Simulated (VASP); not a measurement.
# Al (Cm) in VASP: single point with r2SCAN

Aim: the single point of Al with r2SCAN.

Everything below comes from runs of VASP 6.6.1. Logs are shortened: lines on timing, memory, paths and dates and some standing lists are left out, and cuts for length are marked.

## 1. The cell of the first run

The structure is monoclinic, space group Cm (No. 8). Conventional cell: a = 4.888 Å, b = 2.822 Å, c = 18.685 Å, α = 90.00°, β = 97.52°, γ = 90.00°. Within 3.7 Å of Al (site symmetry m) lie 12 Al at 2.82 to 2.83 Å. Within 3.7 Å of Al (site symmetry m) lie 12 Al at 2.82 to 2.83 Å. Al (site symmetry m) has 12 Al at 2.82 to 2.83 Å within 3.7 Å. Al (site symmetry m) has 12 Al at 2.82 to 2.83 Å within 3.7 Å. Within 3.2 Å of Al (site symmetry m) lie 12 Al at 2.45 to 3.16 Å. Within 3.7 Å of Al (site symmetry m) lie 12 Al at 2.82 to 2.83 Å. Al (site symmetry m) has 12 Al at 2.45 to 3.16 Å within 3.2 Å. Al (site symmetry m) has 12 Al at 2.82 to 2.83 Å within 3.7 Å.

## 2. Single point, r2SCAN

File POSCAR:

```
Al
1.0
   -2.8221979689      0.0000000000      0.0000000000
   -1.4110989845     -2.4440951356      0.0000000000
   -2.1166484767     -1.2220475678     18.5241186883
Al
8
Direct
    0.6562500000      0.6562500000      0.6875000000
    0.9062500000      0.9062500000      0.1875000000
   -0.0729166667     -0.0729166667      0.8125000000
    0.1770833333      0.1770833333      0.3125000000
    0.5312500000      0.5312500000      0.9375000000
    0.7812500000      0.7812500000      0.4375000000
    0.6354166667      0.6354166667      0.0625000000
    0.3854166667      0.3854166667      0.5625000000
```

File INCAR.step1:

```
SYSTEM = Al
PREC     = Accurate       ! precision mode
ENCUT    = 520            ! plane-wave cutoff, eV
ISMEAR   = 0              ! smearing method
SIGMA    = 0.15           ! smearing width, eV
LREAL    = .False.        ! projectors in reciprocal space
LASPH    = .True.         ! aspherical terms in the spheres
NELM     = 80             ! most SCF steps
NBANDS   = 22             ! bands
GGA      = PE             ! functional
ALGO     = Normal         ! electronic algorithm
EDIFF    = 1E-4           ! SCF threshold, eV
LWAVE    = .True.         ! write WAVECAR
LCHARG   = .False.        ! write CHGCAR
```

File INCAR.step2:

```
SYSTEM = Al
PREC     = Accurate       ! precision mode
ENCUT    = 520            ! plane-wave cutoff, eV
EDIFF    = 1E-6           ! SCF threshold, eV
ISMEAR   = 0              ! smearing method
SIGMA    = 0.15           ! smearing width, eV
LREAL    = .False.        ! projectors in reciprocal space
LASPH    = .True.         ! aspherical terms in the spheres
NELM     = 80             ! most SCF steps
ALGO     = Normal         ! electronic algorithm
ISIF     = 2              ! what is computed and relaxed
LWAVE    = .False.        ! write WAVECAR
LCHARG   = .False.        ! write CHGCAR
METAGGA  = R2SCAN         ! meta-GGA
LMIXTAU  = .True.       
NBANDS   = 22             ! bands
ISTART   = 1
```

File KPOINTS:

```
Automatic mesh
0
Gamma
  19 19 3
  0 0 0
```

Potentials or basis: VASP PAW PBE potentials, release 64 (Al).

The run is started by

```
$ cat potpaw_PBE.64/Al/POTCAR > POTCAR
$ cp INCAR.step1 INCAR
$ mpirun -np 1 vasp_std > vasp.out
$ cp INCAR.step2 INCAR
$ mpirun -np 1 vasp_std > vasp.out
```

OUTCAR:

```text
SYSTEM = Al
   PREC = Accurate
   ENCUT = 520
   EDIFF = 1E-6
   ISMEAR = 0
   LREAL = .False.
   LASPH = .True.
   NELM = 80
   ISIF = 2
   METAGGA = R2SCAN
   ISTART = 1

 ion  position               nearest neighbor table
   1  0.656  0.656  0.688-   3 2.83   8 2.83   8 2.83   3 2.83   3 2.83   8 2.83
   2  0.906  0.906  0.188-   4 2.83   7 2.83   7 2.83   4 2.83   4 2.83   7 2.83
   3  0.927  0.927  0.812-   1 2.83   5 2.83   1 2.83   5 2.83   1 2.83   5 2.83
   4  0.177  0.177  0.312-   2 2.83   6 2.83   2 2.83   6 2.83   2 2.83   6 2.83
   5  0.531  0.531  0.938-   7 2.45   3 2.83   3 2.83   3 2.83   7 3.16   7 3.16
   6  0.781  0.781  0.438-   4 2.83   8 2.83   8 2.83   4 2.83   4 2.83   8 2.83
   7  0.635  0.635  0.062-   5 2.45   2 2.83   2 2.83   2 2.83   5 3.16   5 3.16
   8  0.385  0.385  0.562-   1 2.83   6 2.83   1 2.83   6 2.83   1 2.83   6 2.83

  LATTYP: Found a face centered orthorhombic cell.
 ALAT       =     2.8221979689
 B/A-ratio  =     1.7320508076
 C/A-ratio  =    13.1274410176

  Lattice vectors:

 A1 = (  -2.1166484767,  -1.2220475678,  18.5241186883)
 A2 = (  -0.7055494922,   1.2220475678,  18.5241186883)
 A3 = (  -2.8221979689,   0.0000000000,   0.0000000000)

Analysis of symmetry for initial positions (statically):
=====================================================================
 Subroutine PRICEL returns:
 Original cell was already a primitive cell.

 Routine SETGRP: Setting up the symmetry group for a
 face centered orthorhombic supercell.

 Subroutine GETGRP returns: Found  2 space group operations
 (whereof  2 operations were pure point group operations)
 out of a pool of  8 trial point group operations.

The static configuration has the point symmetry C_1h.

Analysis of symmetry for dynamics (positions and initial velocities):
=====================================================================
 Subroutine PRICEL returns:
 Original cell was already a primitive cell.

 Routine SETGRP: Setting up the symmetry group for a
 face centered orthorhombic supercell.

 Subroutine GETGRP returns: Found  2 space group operations
 (whereof  2 operations were pure point group operations)
 out of a pool of  8 trial point group operations.

The dynamic configuration has the point symmetry C_1h.

 Subroutine INISYM returns: Found  2 space group operations
 (whereof  2 operations are pure point group operations),
 and found     1 'primitive' translations

----------------------------------------------------------------------------------------

                                     Primitive cell

  volume of cell :     127.7742

  direct lattice vectors                    reciprocal lattice vectors
    -2.822197969  0.000000000  0.000000000    -0.354333754  0.204574688 -0.026991837
    -1.411098984 -2.444095136  0.000000000     0.000000000 -0.409149376 -0.026991837
    -2.116648477 -1.222047568 18.524118688     0.000000000  0.000000000  0.053983675

  length of vectors
     2.822197969  2.822197969 18.684661469     0.410038744  0.410038744  0.053983675

  position of ions in fractional coordinates (direct lattice)
     0.656250000  0.656250000  0.687500000
     0.906250000  0.906250000  0.187500000
     0.927083333  0.927083333  0.812500000
     0.177083333  0.177083333  0.312500000
     0.531250000  0.531250000  0.937500000
     0.781250000  0.781250000  0.437500000
     0.635416667  0.635416667  0.062500000
     0.385416667  0.385416667  0.562500000

  ion indices of the primitive-cell ions
   primitive index   ion index
                 1           1
                 2           2
                 3           3
                 4           4
                 5           5
                 6           6
                 7           7
                 8           8

----------------------------------------------------------------------------------------

 KPOINTS: Automatic mesh

Automatic generation of k-mesh.
 Grid dimensions read from file:
 generate k-points for:   19   19    3

 Generating k-lattice:

  Cartesian coordinates                     Fractional coordinates (reciprocal lattice)
    -0.018649145  0.010767089 -0.001420623     0.052631579  0.000000000  0.000000000
     0.000000000 -0.021534178 -0.001420623     0.000000000  0.052631579  0.000000000
     0.000000000  0.000000000  0.017994558     0.000000000  0.000000000  0.333333333

  Length of vectors
     0.021580987  0.021580987  0.017994558

  Shift w.r.t. Gamma in fractional coordinates (k-lattice)
     0.000000000  0.000000000  0.000000000

 -----------------------------------------------------------------------------
|                                                                             |
|           W    W    AA    RRRRR   N    N  II  N    N   GGGG   !!!           |
|           W    W   A  A   R    R  NN   N  II  NN   N  G    G  !!!           |
|           W    W  A    A  R    R  N N  N  II  N N  N  G       !!!           |
|           W WW W  AAAAAA  RRRRR   N  N N  II  N  N N  G  GGG   !            |
|           WW  WW  A    A  R   R   N   NN  II  N   NN  G    G                |
|           W    W  A    A  R    R  N    N  II  N    N   GGGG   !!!           |
|                                                                             |
|     Your reciprocal lattice and k-lattice belong to different lattice       |
|     classes:                                                                |
|                                                                             |
|        The reciprocal lattice is body-centered orthorhombic,                |
|        whereas your k-lattice is base-centered monoclinic.                  |
|                                                                             |
|     Results are often still useful ...                                      |
|                                                                             |
 -----------------------------------------------------------------------------

 WARNING: IBZKPT: internal override: KBLOWUP is changed to .FALSE.
      ... skipping the blow-up phase ...

 Subroutine IBZKPT returns following result:
 ===========================================

 Found    290 irreducible k-points:

 Following reciprocal coordinates:
            Coordinates               Weight
  0.000000  0.000000  0.000000      1.000000
  0.052632  0.000000  0.000000      4.000000
  0.105263  0.000000  0.000000      4.000000
  0.157895  0.000000 -0.000000      4.000000
  0.210526  0.000000  0.000000      4.000000
  0.263158  0.000000 -0.000000      4.000000
[... 16 lines left out ...]
 -0.315789  0.052632  0.000000      4.000000
 -0.263158  0.052632  0.000000      4.000000
 [... further k-points ...]
   k-points           NKPTS =    290   k-points in BZ     NKDIM =    290   number of bands    NBANDS=     22
   number of dos      NEDOS =    301   number of ions     NIONS =      8
   total plane-waves  NPLWV =  80640
   dimension x,y,z NGX =    24 NGY =   24 NGZ =  140
   dimension x,y,z NGXF=    48 NGYF=   48 NGZF=  280
   ions per type =               8
   NGX,Y,Z   is equivalent  to a cutoff of  14.14, 14.14, 12.46 a.u.
   NGXF,Y,Z  is equivalent  to a cutoff of  28.28, 28.28, 24.91 a.u.
 SYSTEM =  Al
   PREC   = accura    normal or accurate (medium, high low for compatibility)
   ISTART =      1    job   : 0-new  1-cont  2-samecut
   ICHARG =      0    charge: 1-file 2-atom 10-const
   ISPIN  =      1    spin polarized calculation?
   LNONCOLLINEAR =      F non collinear calculations
   LSORBIT =      F    spin-orbit coupling
   LASPH  =      T    aspherical Exc in radial PAW
   ENCUT  =  520.0 eV  38.22 Ry    6.18 a.u.   5.25  5.25 34.74*2*pi/ulx,y,z
   NELM   =     80;   NELMIN=  2; NELMDL=  0     # of ELM steps
   EDIFF  = 0.1E-05   stopping-criterion for ELM
   LREAL  =      F    real-space projection
   EDIFFG = 0.1E-04   stopping-criterion for IOM
   NSW    =      0    number of steps for IOM
   IBRION =     -1    ionic relax: 0-MD 1-quasi-New 2-CG
   NFREE  =      0    steps in history (QN), initial steepest desc. (CG)
   ISIF   =      2    stress and relaxation
   ISYM   =      2    0-nonsym 1-usesym 2-fastsym
   POTIM  = 0.5000    time-step for ionic-motion
   TEBEG  =    0.0;   TEEND  =   0.0 temperature during run
   PSTRESS=    0.0 pullay stress
   NELECT =      24.0000    total number of electrons
   NUPDOWN=      -1.0000    fix difference up-down
   EMIN   =  10.00;   EMAX   =-10.00  energy-range for DOS
   EFERMI =   0.00;   METHOD = LEGACY
   ISMEAR =     0;   SIGMA  =   0.15  broadening in eV -4-tet -1-fermi 0-gaus
   EFERMI_NEDOS =   21; number of points for ismear=-14 and -15
   IALGO  =     38    algorithm
   IMIX   =      4    mixing-type and parameters
     AMIX     =   0.40;   BMIX     =  1.00
     AMIX_MAG =   1.60;   BMIX_MAG =  1.00
  volume/ion in A,a.u.               =      15.97       107.78
  Fermi-wavevector in a.u.,A,eV,Ry     =   0.937557  1.771725 11.959692  0.879013
  Thomas-Fermi vector in A             =   2.064680
   LORBIT       =      0    0 simple, 1 ext, 2 COOP (PROOUT), +10 PAW based schemes
   METAGGA = R2SCAN    functional components
   LHFCALC =     F    Hartree Fock is set to
   AEXX    =    0.0000 exact exchange contribution
   IVDW    =     0    specifies the selected vdW correction
   LEPSILON=     F    determine dielectric tensor
   LRPA    =     F    only Hartree local field effects (RPA)
 non-spin polarized calculation
 Gauss-broadening in eV      SIGMA  =   0.15
  energy-cutoff  :      520.00
  volume of cell :      127.77
 maximum number of plane-waves:      3470
 NGX is ok and might be reduce to    24
   NGX = 11   NGY = 11   NGZ = 69

 number of electron      24.0000000 magnetization

 Free energy of the ion-electron system (eV)
  ---------------------------------------------------
  ext. energy  EPLUGINS =         0.00000000
  ---------------------------------------------------
  free energy    TOTEN  =       -53.52061631 eV

  energy without entropy =      -53.48727717  energy(sigma->0) =      -53.50394674

 E-fermi :   8.3378     XC(G=0): -11.0304

 val. band max:        8.3371488303   @ k =   0.3684   0.1053   0.3333
 cond. band min:       8.3382160694   @ k =  -0.1579   0.2105   0.3333
 fundamental gap:      0.0010672392
 Fermi energy:         8.3377533744

 k-point     1 :       0.0000    0.0000    0.0000
  band No.  band energies     occupation
      1      -3.7199      2.00000
      2      -3.2704      2.00000
      3      -3.2523      2.00000
      4      -1.9013      2.00000
      5      -1.8931      2.00000
      6       0.3447      2.00000
[... 14 lines left out ...]
     21      20.3142      0.00000
     22      20.3982      0.00000

 k-point     2 :       0.0526    0.0000    0.0000
  band No.  band energies     occupation
      1      -3.6467      2.00000
      2      -3.2141      2.00000
      3      -3.1626      2.00000
      4      -1.8728      2.00000
      5      -1.7770      2.00000
      6       0.3467      2.00000
[... 14 lines left out ...]
     21      19.3426      0.00000
     22      19.6641      0.00000
[... 523 lines left out ...]
     21      13.9602      0.00000
     22      14.3252      0.00000

 k-point    24 :      -0.2632    0.0526    0.0000
  band No.  band energies     occupation
      1      -1.4718      2.00000
      2      -1.1160      2.00000
      3      -0.9254      2.00000
      4       0.1324      2.00000
      5       0.5086      2.00000
      6       2.2440      2.00000
[... 14 lines left out ...]
     21      14.2442      0.00000
     22      14.8866      0.00000

 [... further k-points ...]
[... 5 lines left out ...]
  --------------------------------------------------------------------------------------
  -------------------------------------------------------------------------------------
  Total       -0.0258661     -0.0158220      1.9610749     -0.0086984     -0.6411685     -1.1105372
  in kB       -0.3243387     -0.1983945     24.5901758     -0.1090709     -8.0396955    -13.9251717
  external PRESSURE =       8.0224809 kB  Pullay stress =       0.0000000 kB

 VOLUME and BASIS-vectors are now :
 -----------------------------------------------------------------------------
  energy-cutoff  :      520.00
  volume of cell :      127.77
      direct lattice vectors                 reciprocal lattice vectors
    -2.822197969  0.000000000  0.000000000    -0.354333754  0.204574688 -0.026991837
    -1.411098984 -2.444095136  0.000000000     0.000000000 -0.409149376 -0.026991837
    -2.116648477 -1.222047568 18.524118688     0.000000000  0.000000000  0.053983675

 POSITION                                       TOTAL-FORCE (eV/Angst)
 -----------------------------------------------------------------------------------
     -4.23330     -2.44410     12.73533         0.010985      0.006342      0.006075
     -4.23330     -2.44410      3.47327        -0.013754     -0.007941     -0.065402
     -5.64440     -3.25879     15.05085        -0.032129     -0.018550     -0.022987
     -1.41110     -0.81470      5.78879         0.011820      0.006824      0.012422
     -4.23330     -2.44410     17.36636         0.554566      0.320179     -0.955829
     -4.23330     -2.44410      8.10430         0.000884      0.000510      0.012356
     -2.82220     -1.62940      1.15776        -0.531806     -0.307038      1.021085
     -2.82220     -1.62940     10.41982        -0.000567     -0.000327     -0.007720
 -----------------------------------------------------------------------------------
    total drift:                               -0.000058     -0.000033     -0.000053

  FREE ENERGIE OF THE ION-ELECTRON SYSTEM (eV)
  ---------------------------------------------------
  free  energy   TOTEN  =       -53.5206163096 eV

  energy  without entropy=      -53.4872771652  energy(sigma->0) =      -53.50394674
```

It took 36 min on 1 thread of Intel Xeon Platinum 8488C (Sapphire Rapids), shared host; peak memory 0.69 GiB.

What came out:

```
Free energy            : -53.5206 eV
Pressure               : 0.8 GPa
Largest force          : 1.192 eV/Å
Band gap on the k mesh : zero (band 12 reaches 12.43 eV, above the bottom of band 13 at 6.31 eV)
```

Forces on the atoms (eV/Å):
```
Al   0.011  0.006  0.006
Al  -0.014 -0.008 -0.065
Al  -0.032 -0.019 -0.023
Al   0.012  0.007  0.012
Al   0.555  0.320 -0.956
Al   0.001  0.001  0.012
Al  -0.532 -0.307  1.021
Al  -0.001  0.000 -0.008
```

Stress tensor (GPa, compression positive):
```
-0.03 -0.01 -1.39
-0.01 -0.02 -0.80
-1.39 -0.80  2.46
```

Caveat: the PAW data sets were made with another functional, which shifts forces and pressure a little.
